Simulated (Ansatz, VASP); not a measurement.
**Ta: VASP beside Ansatz**

INCAR

```
PREC = Accurate ; ENCUT = 500
EDIFF = 1E-6 ; ISMEAR = -1
SIGMA = 0.1 ; LREAL = False
LASPH = True ; NELM = 120
ALGO = Normal ; ISIF = 2
LWAVE = False ; LCHARG = False
NBANDS = 12 ; GGA_COMPAT = False
```

Contents of KPOINTS:

```
Automatic mesh
0
Gamma
  4 4 4
```

The input POSCAR:

```
Ta
1.0
   -1.6276710318      1.6276710318      1.6276710318
    1.6276710318     -1.6276710318      1.6276710318
    1.6276710318      1.6276710318     -1.6276710318
Ta
1
Direct
    0.0000000000      0.0000000000      0.0000000000
```

Input for Ansatz:

```yaml
crystal:
  lattice:
    - [-1.6276710318, 1.6276710318, 1.6276710318]
    - [1.6276710318, -1.6276710318, 1.6276710318]
    - [1.6276710318, 1.6276710318, -1.6276710318]
  atoms:
    - { symbol: Ta, position: [0.0, 0.0, 0.0] }
hamiltonian:
  xc: lda
  pseudopotentials:
    kind: paw
    azcp:
      Ta: "pseudopotentials/Ta.paw.azcp"
basis:
  ecutwfc: 420
  fft_grid_basis: typed
kpoints:
  mp_grid: { grid: [4, 4, 4], shift: [0, 0, 0] }
magnetization:
  spin_polarized: false
scf:
  occupations: { method: fermi_dirac, width: 0.1 }
  lower_state_search: "off"
output:
  stress: true
```

Alike in both runs: task single point; functional LDA; k mesh 4 × 4 × 4; occupations fermi-dirac, width 0.1 eV; no spin polarisation.

|  | VASP | Ansatz |
| --- | --- | --- |
| version | VASP 6.6.1 | Ansatz 0.2.0 |
| potentials or method | VASP PAW LDA potentials, release 64 (Ta_sv_GW), cutoff 500 eV | plane waves (420 eV) with PAW, scalar-relativistic |
| valence electrons in the cell | 13 | 13 |

|  | VASP | Ansatz | Ansatz less VASP |
| --- | --- | --- | --- |
| pressure (GPa) | 0.6 | 1.2 | +0.52 |

Ansatz warns that its potentials were made for another functional, while VASP's fit it. LDA's correlation is that of Perdew and Zunger in VASP and of Perdew and Wang (1992) in Ansatz.

The k mesh is coarse, so the values compare programs but aren't converged. Spin-orbit coupling is off throughout.
